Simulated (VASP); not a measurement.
# BiS7 (P4/m) in VASP: a series of runs

BiS7 is run at these levels: PBE; tasks: single point, relaxation of cell and atoms.

Everything below comes from runs of VASP 6.6.1. Logs are shortened: lines on timing, memory, paths and dates and some standing lists are left out, and cuts for length are marked.

## 1. The cell of the first run

Symmetry: P4/m, No. 83, tetragonal system. Conventional cell: a = 5.718 Å, b = 5.718 Å, c = 5.688 Å, α = 90.00°, β = 90.00°, γ = 90.00°. Bi (site symmetry 4/m) has 6 S at 2.84 to 2.86 Å within 3.7 Å. Within 3.0 Å of S (site symmetry m) lie 5 S at 2.09 to 2.95 Å. Within 3.8 Å of S (site symmetry 2/m) lie 2 Bi at 2.86 Å and 4 S at 3.19 Å. Within 3.7 Å of S (site symmetry 4/m) lie 2 Bi at 2.84 Å and 8 S at 2.93 to 3.45 Å.

The cell was generated, and may not be a known phase.

## 2. Single point, PBE

INCAR

```
SYSTEM = BiS7
  ALGO = Normal
  EDIFF = 1E-6
  ENCUT = 520
  GGA = PE
  ISIF = 2
  ISMEAR = 0
  LASPH = .TRUE.
  LCHARG = .FALSE.
  LREAL = .FALSE.
  LWAVE = .FALSE.
  NBANDS = 38
  NELM = 80
  PREC = Accurate
  SIGMA = 0.2
```

KPOINTS

```
k-points
0
G
  3 3 3
  0 0 0
```

POSCAR

```
BiS7
1.0
    5.7184976842      0.0000000000      0.0000000000
    0.0000000000      5.7184976842      0.0000000000
    0.0000000000      0.0000000000      5.6880498363
Bi S
1 7
Direct
    0.0000000000      0.0000000000      0.5000000000
    0.5506436315      0.2468953856      0.0000000000
    0.4493563685      0.7531046144      0.0000000000
    0.7531046144      0.5506436315      0.0000000000
    0.2468953856      0.4493563685      0.0000000000
    0.0000000000      0.5000000000      0.5000000000
    0.5000000000      0.0000000000      0.5000000000
    0.0000000000      0.0000000000      0.0000000000
```

Potentials or basis: VASP PAW PBE potentials, release 64 (Bi_d, S).

Run with:

```console
> cat potpaw_PBE.64/Bi_d/POTCAR potpaw_PBE.64/S/POTCAR > POTCAR
> mpirun -np 1 vasp_std > vasp.out
```

OUTCAR:

```text
SYSTEM = BiS7
   EDIFF = 1E-6
   ENCUT = 520
   GGA = PE
   ISIF = 2
   ISMEAR = 0
   LASPH = .TRUE.
   LREAL = .FALSE.
   NELM = 80
   PREC = Accurate

 ion  position               nearest neighbor table
   1  0.000  0.000  0.500-   8 2.84   8 2.84   6 2.86   7 2.86   6 2.86   7 2.86
   2  0.551  0.247  0.000-   4 2.09   5 2.09
   3  0.449  0.753  0.000-   4 2.09   5 2.09
   4  0.753  0.551  0.000-   2 2.09   3 2.09
   5  0.247  0.449  0.000-   2 2.09   3 2.09
   6  0.000  0.500  0.500-   1 2.86   1 2.86
   7  0.500  0.000  0.500-   1 2.86   1 2.86
   8  0.000  0.000  0.000-   1 2.84   1 2.84

  LATTYP: Found a simple tetragonal cell.
 ALAT       =     5.7184976842
 C/A-ratio  =     0.9946755512

  Lattice vectors:

 A1 = (   5.7184976842,   0.0000000000,   0.0000000000)
 A2 = (   0.0000000000,   5.7184976842,   0.0000000000)
 A3 = (   0.0000000000,   0.0000000000,   5.6880498363)

Analysis of symmetry for initial positions (statically):
=====================================================================
 Subroutine PRICEL returns:
 Original cell was already a primitive cell.

 Routine SETGRP: Setting up the symmetry group for a
 simple tetragonal supercell.

 Subroutine GETGRP returns: Found  8 space group operations
 (whereof  8 operations were pure point group operations)
 out of a pool of 16 trial point group operations.

The static configuration has the point symmetry C_4h.

Analysis of symmetry for dynamics (positions and initial velocities):
=====================================================================
 Subroutine PRICEL returns:
 Original cell was already a primitive cell.

 Routine SETGRP: Setting up the symmetry group for a
 simple tetragonal supercell.

 Subroutine GETGRP returns: Found  8 space group operations
 (whereof  8 operations were pure point group operations)
 out of a pool of 16 trial point group operations.

The dynamic configuration has the point symmetry C_4h.

 Subroutine INISYM returns: Found  8 space group operations
 (whereof  8 operations are pure point group operations),
 and found     1 'primitive' translations

----------------------------------------------------------------------------------------

                                     Primitive cell

  volume of cell :     186.0061

  direct lattice vectors                    reciprocal lattice vectors
     5.718497684  0.000000000  0.000000000     0.174871103  0.000000000  0.000000000
     0.000000000  5.718497684  0.000000000     0.000000000  0.174871103  0.000000000
     0.000000000  0.000000000  5.688049836     0.000000000  0.000000000  0.175807180

  length of vectors
     5.718497684  5.718497684  5.688049836     0.174871103  0.174871103  0.175807180

  position of ions in fractional coordinates (direct lattice)
     0.000000000  0.000000000  0.500000000
     0.550643632  0.246895386  0.000000000
     0.449356368  0.753104614  0.000000000
     0.753104614  0.550643632  0.000000000
     0.246895386  0.449356368  0.000000000
     0.000000000  0.500000000  0.500000000
     0.500000000  0.000000000  0.500000000
     0.000000000  0.000000000  0.000000000

  ion indices of the primitive-cell ions
   primitive index   ion index
                 1           1
                 2           2
                 3           3
                 4           4
                 5           5
                 6           6
                 7           7
                 8           8

----------------------------------------------------------------------------------------

 KPOINTS: k-points

Automatic generation of k-mesh.
 Grid dimensions read from file:
 generate k-points for:    3    3    3

 Generating k-lattice:

  Cartesian coordinates                     Fractional coordinates (reciprocal lattice)
     0.058290368  0.000000000  0.000000000     0.333333333  0.000000000  0.000000000
     0.000000000  0.058290368  0.000000000     0.000000000  0.333333333  0.000000000
     0.000000000  0.000000000  0.058602393     0.000000000  0.000000000  0.333333333

  Length of vectors
     0.058290368  0.058290368  0.058602393

  Shift w.r.t. Gamma in fractional coordinates (k-lattice)
     0.000000000  0.000000000  0.000000000

 Subroutine IBZKPT returns following result:
 ===========================================

 Found      6 irreducible k-points:

 Following reciprocal coordinates:
            Coordinates               Weight
  0.000000  0.000000  0.000000      1.000000
  0.333333  0.000000  0.000000      4.000000
  0.333333  0.333333  0.000000      4.000000
  0.000000  0.000000  0.333333      2.000000
  0.333333  0.000000  0.333333      8.000000
  0.333333  0.333333  0.333333      8.000000
   k-points           NKPTS =      6   k-points in BZ     NKDIM =      6   number of bands    NBANDS=     38
   number of dos      NEDOS =    301   number of ions     NIONS =      8
   total plane-waves  NPLWV =  96768
   dimension x,y,z NGX =    48 NGY =   48 NGZ =   42
   dimension x,y,z NGXF=    96 NGYF=   96 NGZF=   84
   ions per type =               1   7
   NGX,Y,Z   is equivalent  to a cutoff of  13.95, 13.95, 12.28 a.u.
   NGXF,Y,Z  is equivalent  to a cutoff of  27.91, 27.91, 24.55 a.u.
 SYSTEM =  BiS7
   PREC   = accura    normal or accurate (medium, high low for compatibility)
   ISTART =      0    job   : 0-new  1-cont  2-samecut
   ICHARG =      2    charge: 1-file 2-atom 10-const
   ISPIN  =      1    spin polarized calculation?
   LNONCOLLINEAR =      F non collinear calculations
   LSORBIT =      F    spin-orbit coupling
   LASPH  =      T    aspherical Exc in radial PAW
   ENCUT  =  520.0 eV  38.22 Ry    6.18 a.u.  10.63 10.63 10.58*2*pi/ulx,y,z
   NELM   =     80;   NELMIN=  2; NELMDL= -5     # of ELM steps
   EDIFF  = 0.1E-05   stopping-criterion for ELM
   LREAL  =      F    real-space projection
   EDIFFG = 0.1E-04   stopping-criterion for IOM
   NSW    =      0    number of steps for IOM
   IBRION =     -1    ionic relax: 0-MD 1-quasi-New 2-CG
   NFREE  =      0    steps in history (QN), initial steepest desc. (CG)
   ISIF   =      2    stress and relaxation
   ISYM   =      2    0-nonsym 1-usesym 2-fastsym
   POTIM  = 0.5000    time-step for ionic-motion
   TEBEG  =    0.0;   TEEND  =   0.0 temperature during run
   PSTRESS=    0.0 pullay stress
   NELECT =      57.0000    total number of electrons
   NUPDOWN=      -1.0000    fix difference up-down
   EMIN   =  10.00;   EMAX   =-10.00  energy-range for DOS
   EFERMI =   0.00;   METHOD = LEGACY
   ISMEAR =     0;   SIGMA  =   0.20  broadening in eV -4-tet -1-fermi 0-gaus
   EFERMI_NEDOS =   21; number of points for ismear=-14 and -15
   IALGO  =     38    algorithm
   IMIX   =      4    mixing-type and parameters
     AMIX     =   0.40;   BMIX     =  1.00
     AMIX_MAG =   1.60;   BMIX_MAG =  1.00
  volume/ion in A,a.u.               =      23.25       156.90
  Fermi-wavevector in a.u.,A,eV,Ry     =   1.103716  2.085721 16.574469  1.218189
  Thomas-Fermi vector in A             =   2.240178
   LORBIT       =      0    0 simple, 1 ext, 2 COOP (PROOUT), +10 PAW based schemes
   GGA     = PE    functional components
   LHFCALC =     F    Hartree Fock is set to
   AEXX    =    0.0000 exact exchange contribution
   IVDW    =     0    specifies the selected vdW correction
   LEPSILON=     F    determine dielectric tensor
   LRPA    =     F    only Hartree local field effects (RPA)
 non-spin polarized calculation
 Gauss-broadening in eV      SIGMA  =   0.20
  energy-cutoff  :      520.00
  volume of cell :      186.01
 maximum number of plane-waves:      5025
 NGX is ok and might be reduce to    42
   NGX = 21   NGY = 21   NGZ = 21

 number of electron      56.9999997 magnetization

 Free energy of the ion-electron system (eV)
  ---------------------------------------------------
  ext. energy  EPLUGINS =         0.00000000
  ---------------------------------------------------
  free energy    TOTEN  =       -29.93953082 eV

  energy without entropy =      -29.83318828  energy(sigma->0) =      -29.88635955

 E-fermi :   4.1284     XC(G=0):  -9.2973

 val. band max:        4.1140416294   @ k =   0.0000   0.0000   0.3333
 cond. band min:       4.2117130798   @ k =   0.3333   0.0000   0.0000
 fundamental gap:      0.0976714503
 Fermi energy:         4.1283566701

 k-point     1 :       0.0000    0.0000    0.0000
  band No.  band energies     occupation
      1     -18.6116      2.00000
      2     -18.5826      2.00000
      3     -18.5826      2.00000
      4     -18.5728      2.00000
      5     -18.5510      2.00000
      6     -13.6651      2.00000
[... 30 lines left out ...]
     37       9.9785      0.00000
     38       9.9789      0.00000

 k-point     2 :       0.3333    0.0000    0.0000
  band No.  band energies     occupation
      1     -18.6109      2.00000
      2     -18.5828      2.00000
      3     -18.5826      2.00000
      4     -18.5706      2.00000
      5     -18.5512      2.00000
      6     -13.5722      2.00000
[... 30 lines left out ...]
     37       9.3540      0.00000
     38       9.5904      0.00000

 k-point     3 :       0.3333    0.3333    0.0000
  band No.  band energies     occupation
      1     -18.6102      2.00000
      2     -18.5828      2.00000
      3     -18.5828      2.00000
      4     -18.5685      2.00000
      5     -18.5513      2.00000
      6     -13.4852      2.00000
[... 30 lines left out ...]
     37       9.5620      0.00000
     38      10.5122      0.00000

 k-point     4 :       0.0000    0.0000    0.3333
  band No.  band energies     occupation
      1     -18.6081      2.00000
      2     -18.5829      2.00000
      3     -18.5829      2.00000
      4     -18.5728      2.00000
      5     -18.5510      2.00000
      6     -13.6563      2.00000
[... 30 lines left out ...]
     37       9.4648      0.00000
     38       9.8950      0.00000

 k-point     5 :       0.3333    0.0000    0.3333
  band No.  band energies     occupation
      1     -18.6074      2.00000
      2     -18.5830      2.00000
      3     -18.5828      2.00000
      4     -18.5706      2.00000
      5     -18.5512      2.00000
      6     -13.5663      2.00000
[... 30 lines left out ...]
     37       8.9838      0.00000
     38      10.3564      0.00000

 k-point     6 :       0.3333    0.3333    0.3333
  band No.  band energies     occupation
      1     -18.6067      2.00000
      2     -18.5830      2.00000
      3     -18.5830      2.00000
      4     -18.5685      2.00000
      5     -18.5513      2.00000
      6     -13.4816      2.00000
[... 30 lines left out ...]
     37       9.5453      0.00000
     38      10.4906      0.00000

------------------------ aborting loop because EDIFF is reached ----------------------------------------

  FORCE on cell =-STRESS in cart. coord.  units (eV):
  Direction    XX          YY          ZZ          XY          YZ          ZX
  --------------------------------------------------------------------------------------
  -------------------------------------------------------------------------------------
  Total       -0.9215604     -0.9215604     -0.5428605      0.0000003      0.0000000      0.0000000
  in kB       -7.9379273     -7.9379273     -4.6759681      0.0000025      0.0000000      0.0000000
  external PRESSURE =      -6.8506076 kB  Pullay stress =       0.0000000 kB

 VOLUME and BASIS-vectors are now :
 -----------------------------------------------------------------------------
  energy-cutoff  :      520.00
  volume of cell :      186.01
      direct lattice vectors                 reciprocal lattice vectors
     5.718497684  0.000000000  0.000000000     0.174871103  0.000000000  0.000000000
     0.000000000  5.718497684  0.000000000     0.000000000  0.174871103  0.000000000
     0.000000000  0.000000000  5.688049836     0.000000000  0.000000000  0.175807180

 POSITION                                       TOTAL-FORCE (eV/Angst)
 -----------------------------------------------------------------------------------
      0.00000      0.00000      2.84402         0.000000      0.000000      0.000000
      3.14885      1.41187      0.00000        -0.033896      0.156311      0.000000
      2.56964      4.30663      0.00000         0.033896     -0.156311     -0.000000
      4.30663      3.14885      0.00000        -0.156311     -0.033896      0.000000
      1.41187      2.56964      0.00000         0.156311      0.033896      0.000000
      0.00000      2.85925      2.84402         0.000000      0.000000      0.000000
      2.85925      0.00000      2.84402         0.000000      0.000000      0.000000
      0.00000      0.00000      0.00000         0.000000      0.000000      0.000000
 -----------------------------------------------------------------------------------
    total drift:                               -0.000000     -0.000000      0.000000

  FREE ENERGIE OF THE ION-ELECTRON SYSTEM (eV)
  ---------------------------------------------------
  free  energy   TOTEN  =       -29.9395308232 eV

  energy  without entropy=      -29.8331882810  energy(sigma->0) =      -29.88635955
```

Run time: 69 s. Hardware: 1 thread of Intel Xeon 8259CL, shared host; peak memory 0.3 GiB.

Results:

| Item | Value |
| --- | --- |
| Free energy | -29.9395 eV |
| Pressure | -0.7 GPa |
| Largest force | 0.160 eV/Å |
| Band gap on the k mesh | zero (an odd number of electrons rules out a gap without spin polarisation) |

Forces on the atoms (eV/Å):
```
Bi   0.000  0.000  0.000
S   -0.034  0.156  0.000
S    0.034 -0.156  0.000
S   -0.156 -0.034  0.000
S    0.156  0.034  0.000
S    0.000  0.000  0.000
S    0.000  0.000  0.000
S    0.000  0.000  0.000
```

Levels at points of the mesh, in eV from the Fermi level:
```
           k point  band 26  band 27  band 28  band 29  band 30  band 31  band 32  band 33
(0.00, 0.00, 0.00)    -1.20    -0.40    -0.40    -0.39     1.78     2.78     2.78     2.80
```

Caveat: the k points lie up to 0.37 Å⁻¹ apart, too coarse for converged energies and pressures of a metal; spin-orbit coupling is left out, which moves the levels of the heavy elements; an odd number of electrons without spin polarisation forces a metal; a magnetic or distorted state may lie lower.

## 3. Relaxation of cell and atoms, PBE

This run uses another cell than the first one, of 27.81 Å³/atom.

INCAR

```
  ALGO = Normal
  EDIFF = 1E-6
  EDIFFG = -0.08
  ENCUT = 600
  GGA = PE
  IBRION = 2
  ISIF = 3
  ISMEAR = 0
  LASPH = T
  LCHARG = F
  LREAL = F
  LWAVE = F
  NELM = 60
  NSW = 36
  PREC = Accurate
  SIGMA = 0.2
```

KPOINTS

```
k-points
0
Gamma
  3 3 3
```

POSCAR

```
BiS7
1.0
    5.8072491000      0.0000000000      0.0000000000
    0.0000000000      5.8072491000      0.0000000000
    0.0000000000      0.0000000000      6.5976382800
Bi S
1 7
Direct
    0.0000000000      0.0000000000      0.5000000000
    0.7099161800      0.2461281500      0.0000000000
    0.2900838200      0.7538718500      0.0000000000
    0.7538718500      0.7099161800      0.0000000000
    0.2461281500      0.2900838200      0.0000000000
    0.0000000000      0.5000000000      0.5000000000
    0.5000000000      0.0000000000      0.5000000000
    0.0000000000      0.0000000000      0.0000000000
```

Potentials or basis: VASP PAW PBE potentials, release 64 (Bi_d, S).

Run with:

```console
> cat potpaw_PBE.64/Bi_d/POTCAR potpaw_PBE.64/S/POTCAR > POTCAR
> mpirun -np 1 vasp_std > vasp.out
```

Wall time 27 min (1 thread of Intel Xeon 8259CL, shared host); peak memory 0.39 GiB.

It converged, with:

| Quantity | Value |
| --- | --- |
| Free energy | -29.9260 eV |
| Relaxed volume | 23.09 Å³/atom |
| Relaxed cell | a = 5.705 Å, b = 5.705 Å, c = 5.676 Å, α = 90.00°, β = 90.00°, γ = 90.00° |
| Space group after relaxing (to 0.1 Å) | P4/m (No. 83) |
| Energy gained by relaxing | 485.9 meV/atom |
| Ionic steps | 32 |
| Pressure after relaxing | 0.2 GPa |
| Largest force after relaxing | 0.060 eV/Å |
| Band gap on the k mesh | zero (an odd number of electrons rules out a gap without spin polarisation) |

Forces on the atoms (eV/Å):
```
Bi   0.000  0.000  0.000
S   -0.045  0.041  0.000
S    0.045 -0.041  0.000
S   -0.041 -0.045  0.000
S    0.041  0.045  0.000
S    0.000  0.000  0.000
S    0.000  0.000  0.000
S    0.000  0.000  0.000
```

Stress tensor (GPa, compression positive):
```
0.28 0.00 0.00
0.00 0.28 0.00
0.00 0.00 0.04
```

The path:
```
step  energy change (eV)  largest force (eV/Å)  pressure (GPa)  volume (Å³)
   1              0.0000                1.3542           -4.67       222.50
   2             -0.9477                1.8872            0.82       197.25
   3             -0.9849                1.8594            2.95       191.36
   4             -1.4797                0.5722            5.32       188.09
   5             -1.4816                0.4834            5.57       187.88
   6             -1.9314                0.4423           -0.50       207.74
   7             -1.9317                0.4456           -0.61       208.26
   8             -1.9772                0.4850           -0.27       207.89
   9             -2.0901                0.9723            0.86       206.79
  10             -2.0843                3.0738            3.74       204.59
  11             -2.1422                1.5789            1.80       205.95
  12             -2.1478                1.9759            2.35       205.52
  13             -2.1519                1.9974            2.36       205.53
  14             -2.1640                2.0609            2.40       205.55
  15             -2.1878                2.1909            2.49       205.59
  16             -2.2323                2.4631            2.66       205.68
  17             -2.2991                3.0638            3.04       205.84
  18             -2.3258                4.3052            3.86       206.14
  19             -2.4008                4.2764            3.61       206.52
  20             -2.6247                4.0591            2.74       207.64
  21             -3.0395                3.0723            0.61       209.84
  22             -3.4428                0.0122           -4.18       213.99
  23             -3.4454                0.4169           -3.53       213.43
  24             -3.4471                0.2892           -3.72       213.59
  25             -3.4848                0.1775           -3.75       212.25
  26             -3.5823                0.1620           -3.80       208.23
  27             -3.6971                0.8199           -3.77       200.32
  28             -3.8089                0.4675           -2.45       195.05
  29             -3.8792                0.1113           -0.22       187.63
  30             -3.8798                0.1768            0.05       186.83
  31             -3.8833                0.1191            0.09       186.23
  32             -3.8870                0.0603            0.20       184.73
```

Final structure:
```xyz
8
Lattice="5.7049 0.0000 0.0000 0.0000 5.7049 0.0000 0.0000 0.0000 5.6759" Properties=species:S:1:pos:R:3 pbc="T T T"
Bi    0.0000    0.0000    2.8379
S     2.7201    1.4008    0.0000
S     2.9848    4.3040    5.6759
S     4.3040    2.7201    5.6759
S     1.4008    2.9848    0.0000
S     0.0000    2.8524    2.8379
S     2.8524    0.0000    2.8379
S     0.0000    0.0000    0.0000
```

Levels at points of the mesh, in eV from the Fermi level:
| k point | band 25 | band 26 | band 27 | band 28 | band 29 | band 30 | band 31 | band 32 | band 33 | band 34 |
| --- | --- | --- | --- | --- | --- | --- | --- | --- | --- | --- |
| (0.00, 0.00, 0.00) | -1.53 | -1.53 | -0.45 | -0.45 | -0.43 | 1.96 | 2.68 | 2.68 | 2.80 | 3.77 |

Caveat: the k points lie up to 0.37 Å⁻¹ apart in the final cell, too coarse for converged energies and pressures of a metal; the volume moved by over 15 % at a fixed basis, so the end points are rough; spin-orbit coupling is left out, which moves the levels of the heavy elements; an odd number of electrons without spin polarisation forces a metal; a magnetic or distorted state may lie lower; the relaxation stopped at a loose force limit of 0.08 eV/Å, so its end isn't a converged minimum.

The gap in the log of VASP goes by the Fermi energy; the results here count the filled bands.